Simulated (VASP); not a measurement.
# CaO (P6_3/mmc) in VASP: notebook

Aim: see how the results for CaO move with the level of theory and the settings. Levels: PBE, LDA, r2SCAN. Tasks: single point.

Program: VASP 6.6.1. These are calculated values, not measurements. Logs are shortened: lines on timing, memory, paths and dates and some standing lists are left out, and cuts for length are marked.

### Step 1. The cell of the first run

The structure is hexagonal, space group P6_3/mmc (No. 194). The conventional cell has a = 3.320 Å, b = 3.320 Å, c = 5.814 Å, α = 90.00°, β = 90.00°, γ = 120.00°. Within 3.4 Å of Ca (site symmetry -3m) lie 6 O at 2.41 Å and 8 Ca at 2.91 to 3.32 Å. O (site symmetry -6m2) has 6 Ca at 2.41 Å and 12 O at 3.32 to 3.48 Å within 3.5 Å.

### Step 2. Single point, PBE

INCAR

```
PREC = Accurate
ENCUT = 520
EDIFF = 1E-7
ISMEAR = 0
SIGMA = 0.01
LREAL = False
LASPH = True
NELM = 80
ALGO = Normal
ISIF = 2
LWAVE = False
LCHARG = False
GGA = PE
NBANDS = 24
```

KPOINTS

```
regular mesh
0
Gamma
  6 6 2
```

POSCAR

```
CaO
1.0
    3.3199366186      0.0000000000      0.0000000000
   -1.6599683093      2.8751494507      0.0000000000
    0.0000000000      0.0000000000      5.8143085453
Ca O
2 2
Direct
    0.0000000000      0.0000000000      0.0000000000
    0.0000000000      0.0000000000      0.5000000000
    0.3333333333      0.6666666667      0.2500000000
    0.6666666667      0.3333333333      0.7500000000
```

Potentials or basis: VASP PAW PBE potentials, release 64 (Ca_sv, O).

On the command line:

```
> cat potpaw_PBE.64/Ca_sv/POTCAR potpaw_PBE.64/O/POTCAR > POTCAR
> mpirun -np 1 vasp_std > vasp.out
```

OUTCAR:

```text
PREC = Accurate
   ENCUT = 520
   EDIFF = 1E-7
   ISMEAR = 0
   LREAL = False
   LASPH = True
   NELM = 80
   ISIF = 2
   GGA = PE

 ion  position               nearest neighbor table
   1  0.000  0.000  0.000-   3 2.41   4 2.41   4 2.41   3 2.41   4 2.41   3 2.41   2 2.91   2 2.91

   2  0.000  0.000  0.500-   3 2.41   4 2.41   4 2.41   3 2.41   4 2.41   3 2.41   1 2.91   1 2.91

   3  0.333  0.667  0.250-   1 2.41   2 2.41   1 2.41   2 2.41   1 2.41   2 2.41
   4  0.667  0.333  0.750-   1 2.41   2 2.41   1 2.41   2 2.41   1 2.41   2 2.41

  LATTYP: Found a hexagonal cell.
 ALAT       =     3.3199366186
 C/A-ratio  =     1.7513311889

  Lattice vectors:

 A1 = (   3.3199366186,   0.0000000000,   0.0000000000)
 A2 = (  -1.6599683093,   2.8751494507,   0.0000000000)
 A3 = (   0.0000000000,   0.0000000000,   5.8143085453)

Analysis of symmetry for initial positions (statically):
=====================================================================
 Subroutine PRICEL returns:
 Original cell was already a primitive cell.

 Routine SETGRP: Setting up the symmetry group for a
 hexagonal supercell.

 Subroutine GETGRP returns: Found 24 space group operations
 (whereof 12 operations were pure point group operations)
 out of a pool of 24 trial point group operations.

The static configuration has the point symmetry D_3d.
 The point group associated with its full space group is D_6h.

Analysis of symmetry for dynamics (positions and initial velocities):
=====================================================================
 Subroutine PRICEL returns:
 Original cell was already a primitive cell.

 Routine SETGRP: Setting up the symmetry group for a
 hexagonal supercell.

 Subroutine GETGRP returns: Found 24 space group operations
 (whereof 12 operations were pure point group operations)
 out of a pool of 24 trial point group operations.

The dynamic configuration has the point symmetry D_3d.
 The point group associated with its full space group is D_6h.

 Subroutine INISYM returns: Found 24 space group operations
 (whereof 12 operations are pure point group operations),
 and found     1 'primitive' translations

----------------------------------------------------------------------------------------

                                     Primitive cell

  volume of cell :      55.4994

  direct lattice vectors                    reciprocal lattice vectors
     3.319936619  0.000000000  0.000000000     0.301210570  0.173904003  0.000000000
    -1.659968309  2.875149451  0.000000000     0.000000000  0.347808007  0.000000000
     0.000000000  0.000000000  5.814308545     0.000000000  0.000000000  0.171989497

  length of vectors
     3.319936619  3.319936619  5.814308545     0.347808007  0.347808007  0.171989497

  position of ions in fractional coordinates (direct lattice)
     0.000000000  0.000000000  0.000000000
     0.000000000  0.000000000  0.500000000
     0.333333333  0.666666667  0.250000000
     0.666666667  0.333333333  0.750000000

  ion indices of the primitive-cell ions
   primitive index   ion index
                 1           1
                 2           2
                 3           3
                 4           4

----------------------------------------------------------------------------------------

 KPOINTS: regular mesh

Automatic generation of k-mesh.
 Grid dimensions read from file:
 generate k-points for:    6    6    2

 Generating k-lattice:

  Cartesian coordinates                     Fractional coordinates (reciprocal lattice)
     0.050201762  0.028984001  0.000000000     0.166666667  0.000000000  0.000000000
     0.000000000  0.057968001  0.000000000     0.000000000  0.166666667  0.000000000
     0.000000000  0.000000000  0.085994748     0.000000000  0.000000000  0.500000000

  Length of vectors
     0.057968001  0.057968001  0.085994748

  Shift w.r.t. Gamma in fractional coordinates (k-lattice)
     0.000000000  0.000000000  0.000000000

 Subroutine IBZKPT returns following result:
 ===========================================

 Found     14 irreducible k-points:

 Following reciprocal coordinates:
            Coordinates               Weight
  0.000000  0.000000  0.000000      1.000000
  0.166667  0.000000  0.000000      6.000000
  0.333333  0.000000  0.000000      6.000000
  0.500000  0.000000  0.000000      3.000000
  0.166667  0.166667  0.000000      6.000000
  0.333333  0.166667  0.000000     12.000000
  0.333333  0.333333  0.000000      2.000000
  0.000000  0.000000  0.500000      1.000000
  0.166667  0.000000  0.500000      6.000000
  0.333333  0.000000  0.500000      6.000000
  0.500000  0.000000  0.500000      3.000000
  0.166667  0.166667  0.500000      6.000000
  0.333333  0.166667  0.500000     12.000000
  0.333333  0.333333  0.500000      2.000000
   k-points           NKPTS =     14   k-points in BZ     NKDIM =     14   number of bands    NBANDS=     24
   number of dos      NEDOS =    301   number of ions     NIONS =      4
   total plane-waves  NPLWV =  37632
   dimension x,y,z NGX =    28 NGY =   28 NGZ =   48
   dimension x,y,z NGXF=    56 NGYF=   56 NGZF=   96
   ions per type =               2   2
   NGX,Y,Z   is equivalent  to a cutoff of  14.02, 14.02, 13.72 a.u.
   NGXF,Y,Z  is equivalent  to a cutoff of  28.04, 28.04, 27.45 a.u.
 SYSTEM =  unknown system
   PREC   = accura    normal or accurate (medium, high low for compatibility)
   ISTART =      0    job   : 0-new  1-cont  2-samecut
   ICHARG =      2    charge: 1-file 2-atom 10-const
   ISPIN  =      1    spin polarized calculation?
   LNONCOLLINEAR =      F non collinear calculations
   LSORBIT =      F    spin-orbit coupling
   LASPH  =      T    aspherical Exc in radial PAW
   ENCUT  =  520.0 eV  38.22 Ry    6.18 a.u.   6.17  6.17 10.81*2*pi/ulx,y,z
   NELM   =     80;   NELMIN=  2; NELMDL= -5     # of ELM steps
   EDIFF  = 0.1E-06   stopping-criterion for ELM
   LREAL  =      F    real-space projection
   EDIFFG = 0.1E-05   stopping-criterion for IOM
   NSW    =      0    number of steps for IOM
   IBRION =     -1    ionic relax: 0-MD 1-quasi-New 2-CG
   NFREE  =      0    steps in history (QN), initial steepest desc. (CG)
   ISIF   =      2    stress and relaxation
   ISYM   =      2    0-nonsym 1-usesym 2-fastsym
   POTIM  = 0.5000    time-step for ionic-motion
   TEBEG  =    0.0;   TEEND  =   0.0 temperature during run
   PSTRESS=    0.0 pullay stress
   NELECT =      32.0000    total number of electrons
   NUPDOWN=      -1.0000    fix difference up-down
   EMIN   =  10.00;   EMAX   =-10.00  energy-range for DOS
   EFERMI =   0.00;   METHOD = LEGACY
   ISMEAR =     0;   SIGMA  =   0.01  broadening in eV -4-tet -1-fermi 0-gaus
   EFERMI_NEDOS =   21; number of points for ismear=-14 and -15
   IALGO  =     38    algorithm
   IMIX   =      4    mixing-type and parameters
     AMIX     =   0.40;   BMIX     =  1.00
     AMIX_MAG =   1.60;   BMIX_MAG =  1.00
  volume/ion in A,a.u.               =      13.87        93.63
  Fermi-wavevector in a.u.,A,eV,Ry     =   1.362580  2.574903 25.260912  1.856625
  Thomas-Fermi vector in A             =   2.489057
   LORBIT       =      0    0 simple, 1 ext, 2 COOP (PROOUT), +10 PAW based schemes
   GGA     = PE    functional components
   LHFCALC =     F    Hartree Fock is set to
   AEXX    =    0.0000 exact exchange contribution
   IVDW    =     0    specifies the selected vdW correction
   LEPSILON=     F    determine dielectric tensor
   LRPA    =     F    only Hartree local field effects (RPA)
 non-spin polarized calculation
 Gauss-broadening in eV      SIGMA  =   0.01
  energy-cutoff  :      520.00
  volume of cell :       55.50
 maximum number of plane-waves:      1518
 NGX is ok and might be reduce to    28
   NGX = 13   NGY = 13   NGZ = 21

 number of electron      31.9999996 magnetization

 Free energy of the ion-electron system (eV)
  ---------------------------------------------------
  ext. energy  EPLUGINS =         0.00000000
  ---------------------------------------------------
  free energy    TOTEN  =       -24.94774296 eV

  energy without entropy =      -24.94774296  energy(sigma->0) =      -24.94774296

 E-fermi :   2.5742     XC(G=0): -10.4608

 val. band max:        2.4901668792   @ k =   0.0000   0.0000   0.0000
 cond. band min:       6.3218904570   @ k =   0.0000   0.0000   0.0000
 fundamental gap:      3.8317235778
 Fermi energy:         2.5741807026

 k-point     1 :       0.0000    0.0000    0.0000
  band No.  band energies     occupation
      1     -35.5688      2.00000
      2     -35.3983      2.00000
      3     -17.6620      2.00000
      4     -16.3167      2.00000
      5     -16.3167      2.00000
      6     -16.1817      2.00000
[... 16 lines left out ...]
     23      10.3570      0.00000
     24      10.9521      0.00000

 k-point     2 :       0.1667    0.0000    0.0000
  band No.  band energies     occupation
      1     -35.5463      2.00000
      2     -35.3796      2.00000
      3     -17.5475      2.00000
      4     -16.6104      2.00000
      5     -16.3539      2.00000
      6     -16.3257      2.00000
[... 16 lines left out ...]
     23      10.5348      0.00000
     24      11.1662      0.00000

 k-point     3 :       0.3333    0.0000    0.0000
  band No.  band energies     occupation
      1     -35.5010      2.00000
      2     -35.3417      2.00000
      3     -17.3301      2.00000
      4     -17.0530      2.00000
      5     -16.6025      2.00000
      6     -16.4271      2.00000
[... 16 lines left out ...]
     23      11.1625      0.00000
     24      11.4535      0.00000

 k-point     4 :       0.5000    0.0000    0.0000
  band No.  band energies     occupation
      1     -35.4782      2.00000
      2     -35.3226      2.00000
      3     -17.3740      2.00000
      4     -17.0723      2.00000
      5     -16.7359      2.00000
      6     -16.4632      2.00000
[... 16 lines left out ...]
     23      11.2999      0.00000
     24      11.8017      0.00000

 k-point     5 :       0.1667    0.1667    0.0000
  band No.  band energies     occupation
      1     -35.5124      2.00000
      2     -35.3512      2.00000
      3     -17.3647      2.00000
      4     -16.9355      2.00000
      5     -16.5071      2.00000
      6     -16.4623      2.00000
[... 16 lines left out ...]
     23      10.7756      0.00000
     24      10.9347      0.00000

 k-point     6 :       0.3333    0.1667    0.0000
  band No.  band energies     occupation
      1     -35.4782      2.00000
      2     -35.3227      2.00000
      3     -17.2462      2.00000
      4     -17.0902      2.00000
      5     -16.6643      2.00000
      6     -16.6213      2.00000
[... 16 lines left out ...]
     23      11.1355      0.00000
     24      11.5571      0.00000

 k-point     7 :       0.3333    0.3333    0.0000
  band No.  band energies     occupation
      1     -35.4668      2.00000
      2     -35.3132      2.00000
      3     -17.0813      2.00000
      4     -16.9852      2.00000
      5     -16.9852      2.00000
      6     -16.5630      2.00000
[... 16 lines left out ...]
     23      10.9675      0.00000
     24      12.1795      0.00000

 k-point     8 :       0.0000    0.0000    0.5000
  band No.  band energies     occupation
      1     -35.4846      2.00000
      2     -35.4846      2.00000
      3     -16.9742      2.00000
      4     -16.9742      2.00000
      5     -16.2499      2.00000
      6     -16.2499      2.00000
[... 16 lines left out ...]
     23       9.4537      0.00000
     24       9.4537      0.00000

 k-point     9 :       0.1667    0.0000    0.5000
  band No.  band energies     occupation
      1     -35.4639      2.00000
      2     -35.4639      2.00000
      3     -16.9242      2.00000
      4     -16.9242      2.00000
      5     -16.4253      2.00000
      6     -16.4253      2.00000
[... 16 lines left out ...]
     23       9.7541      0.00000
     24       9.7541      0.00000

 k-point    10 :       0.3333    0.0000    0.5000
  band No.  band energies     occupation
      1     -35.4223      2.00000
      2     -35.4223      2.00000
      3     -16.9438      2.00000
      4     -16.9438      2.00000
      5     -16.6171      2.00000
      6     -16.6171      2.00000
[... 16 lines left out ...]
     23      10.5914      0.00000
     24      10.5914      0.00000

 k-point    11 :       0.5000    0.0000    0.5000
  band No.  band energies     occupation
      1     -35.4013      2.00000
      2     -35.4013      2.00000
      3     -17.0577      2.00000
      4     -17.0577      2.00000
      5     -16.5923      2.00000
      6     -16.5923      2.00000
[... 16 lines left out ...]
     23      11.2024      0.00000
     24      11.2024      0.00000

 k-point    12 :       0.1667    0.1667    0.5000
  band No.  band energies     occupation
      1     -35.4327      2.00000
      2     -35.4327      2.00000
      3     -16.8931      2.00000
      4     -16.8931      2.00000
      5     -16.5865      2.00000
      6     -16.5865      2.00000
[... 16 lines left out ...]
     23      10.7779      0.00000
     24      10.7779      0.00000

 k-point    13 :       0.3333    0.1667    0.5000
  band No.  band energies     occupation
      1     -35.4013      2.00000
      2     -35.4013      2.00000
      3     -16.9729      2.00000
      4     -16.9729      2.00000
      5     -16.5926      2.00000
      6     -16.5926      2.00000
[... 16 lines left out ...]
     23      10.9536      0.00000
     24      10.9536      0.00000

 k-point    14 :       0.3333    0.3333    0.5000
  band No.  band energies     occupation
      1     -35.3908      2.00000
      2     -35.3908      2.00000
      3     -16.8929      2.00000
      4     -16.8929      2.00000
      5     -16.6691      2.00000
      6     -16.6691      2.00000
[... 16 lines left out ...]
     23      10.7076      0.00000
     24      10.7076      0.00000

------------------------ aborting loop because EDIFF is reached ----------------------------------------

  FORCE on cell =-STRESS in cart. coord.  units (eV):
  Direction    XX          YY          ZZ          XY          YZ          ZX
  --------------------------------------------------------------------------------------
  -------------------------------------------------------------------------------------
  Total        1.0426422      1.0426422      1.3012954      0.0000000     -0.0000000      0.0000000
  in kB       30.0993822     30.0993822     37.5662801      0.0000000     -0.0000000      0.0000000
  external PRESSURE =      32.5883482 kB  Pullay stress =       0.0000000 kB

 VOLUME and BASIS-vectors are now :
 -----------------------------------------------------------------------------
  energy-cutoff  :      520.00
  volume of cell :       55.50
      direct lattice vectors                 reciprocal lattice vectors
     3.319936619  0.000000000  0.000000000     0.301210570  0.173904003  0.000000000
    -1.659968309  2.875149451  0.000000000     0.000000000  0.347808007  0.000000000
     0.000000000  0.000000000  5.814308545     0.000000000  0.000000000  0.171989497

 POSITION                                       TOTAL-FORCE (eV/Angst)
 -----------------------------------------------------------------------------------
      0.00000      0.00000      0.00000         0.000000      0.000000     -0.000000
      0.00000      0.00000      2.90715         0.000000      0.000000     -0.000000
     -0.00000      1.91677      1.45358        -0.000000      0.000000      0.000000
      1.65997      0.95838      4.36073        -0.000000     -0.000000      0.000000
 -----------------------------------------------------------------------------------
    total drift:                                0.000000     -0.000000      0.000000

  FREE ENERGIE OF THE ION-ELECTRON SYSTEM (eV)
  ---------------------------------------------------
  free  energy   TOTEN  =       -24.9477429580 eV

  energy  without entropy=      -24.9477429580  energy(sigma->0) =      -24.94774296
```

Wall time 30 s (1 thread of Intel Xeon Platinum 8259CL at 2.50GHz (Skylake/Cascade Lake), shared host); peak memory 0.18 GiB.

What came out:

```yaml
Free_energy: -24.9477 eV
Pressure: 3.3 GPa
Band_gap_on_the_k_mesh: 3.83 eV
```

Levels at points of the mesh, in eV from the valence-band top:
| k point | band 13 | band 14 | band 15 | band 16 | band 17 | band 18 | band 19 | band 20 |
| --- | --- | --- | --- | --- | --- | --- | --- | --- |
| (0.00, 0.00, 0.00) | -1.08 | -0.24 | 0.00 | 0.00 | 3.83 | 4.92 | 6.38 | 6.38 |
| (0.50, 0.00, 0.00) | -1.24 | -1.24 | -0.80 | -0.36 | 3.91 | 5.92 | 7.05 | 7.60 |
| (0.00, 0.00, 0.50) | -0.59 | -0.59 | -0.59 | -0.59 | 5.86 | 5.86 | 6.75 | 6.75 |
| (0.50, 0.00, 0.50) | -1.10 | -1.10 | -0.81 | -0.81 | 5.06 | 5.06 | 8.12 | 8.12 |

Caveat: the k points lie up to 0.54 Å⁻¹ apart.

### Step 3. Single point, PBE

INCAR

```
SYSTEM = CaO
PREC = Accurate
ENCUT = 520
EDIFF = 1E-6
ISMEAR = 0
SIGMA = 0.01
LREAL = .FALSE.
LASPH = .TRUE.
NELM = 80
ALGO = Normal
ISIF = 2
LWAVE = .FALSE.
LCHARG = .FALSE.
GGA = PE
NBANDS = 24
```

KPOINTS

```
regular mesh
0
G
  6 6 2
  0 0 0
```

POSCAR is that of step 2.

Potentials or basis: VASP PAW PBE potentials, release 64 (Ca_sv, O).

On the command line:

```
> cat potpaw_PBE.64/Ca_sv/POTCAR potpaw_PBE.64/O/POTCAR > POTCAR
> mpirun -np 1 vasp_std > vasp.out
```

It took 30 s on 1 thread of Intel Xeon Platinum 8259CL at 2.50GHz (Skylake/Cascade Lake), shared host; peak memory 0.18 GiB.

It converged, with:

- Free energy: -24.9477 eV
- Pressure: 3.3 GPa
- Band gap on the k mesh: 3.83 eV

Stress tensor (GPa, compression positive):
```
3.02 0.00 0.00
0.00 3.02 0.00
0.00 0.00 3.77
```

Levels at points of the mesh, in eV from the valence-band top:
```csv
k point,band 12,band 13,band 14,band 15,band 16,band 17,band 18,band 19,band 20,band 21
"(0.00, 0.00, 0.00)",-1.08,-1.08,-0.24,0.00,0.00,3.83,4.92,6.38,6.38,6.65
"(0.50, 0.00, 0.00)",-1.67,-1.24,-1.24,-0.80,-0.36,3.92,5.92,7.05,7.60,8.39
"(0.00, 0.00, 0.50)",-1.68,-0.59,-0.59,-0.59,-0.59,5.86,5.86,6.75,6.75,6.96
"(0.50, 0.00, 0.50)",-2.08,-1.10,-1.10,-0.81,-0.81,5.06,5.06,8.12,8.12,8.27
```

Caveat: the k points lie up to 0.54 Å⁻¹ apart.

### Step 4. Single point, LDA

INCAR

```
SYSTEM = CaO
PREC     = Accurate       ! precision mode
ENCUT    = 520            ! plane-wave cutoff, eV
EDIFF    = 1E-6           ! SCF threshold, eV
ISMEAR   = 0              ! smearing method
SIGMA    = 0.01           ! smearing width, eV
LREAL    = .False.        ! projectors in reciprocal space
LASPH    = .True.         ! aspherical terms in the spheres
NELM     = 80             ! most SCF steps
ALGO     = Normal         ! electronic algorithm
ISIF     = 2              ! what is computed and relaxed
LWAVE    = .False.        ! write WAVECAR
LCHARG   = .False.        ! write CHGCAR
GGA      = CA             ! functional
NBANDS   = 24             ! bands
```

KPOINTS

```
Automatic mesh
0
Gamma
  6 6 2
  0 0 0
```

POSCAR is that of step 3.

Potentials or basis: VASP PAW LDA potentials, release 64 (Ca_sv, O).

On the command line:

```
> cat potpaw_LDA.64/Ca_sv/POTCAR potpaw_LDA.64/O/POTCAR > POTCAR
> mpirun -np 1 vasp_std > vasp.out
```

It took 23 s on 1 thread of Intel Xeon Platinum 8259CL at 2.50GHz (Skylake/Cascade Lake), shared host; peak memory 0.16 GiB.

It converged, with:

```yaml
Free_energy: -27.7408 eV
Pressure: -5.2 GPa
Band_gap_on_the_k_mesh: 3.66 eV
```

Stress tensor (GPa, compression positive):
```
-5.14  0.00  0.00
 0.00 -5.14  0.00
 0.00  0.00 -5.34
```

Levels at points of the mesh, in eV from the valence-band top:
```csv
k point,band 14,band 15,band 16,band 17,band 18,band 19
"(0.00, 0.00, 0.00)",-0.24,0.00,0.00,3.66,4.77,6.28
"(0.50, 0.00, 0.00)",-1.25,-0.81,-0.36,3.74,5.79,6.97
"(0.00, 0.00, 0.50)",-0.60,-0.60,-0.60,5.74,5.74,6.59
"(0.50, 0.00, 0.50)",-1.11,-0.82,-0.82,4.91,4.91,8.04
```

Caveat: the k points lie up to 0.54 Å⁻¹ apart.

(Continued in part 2 of 2.)
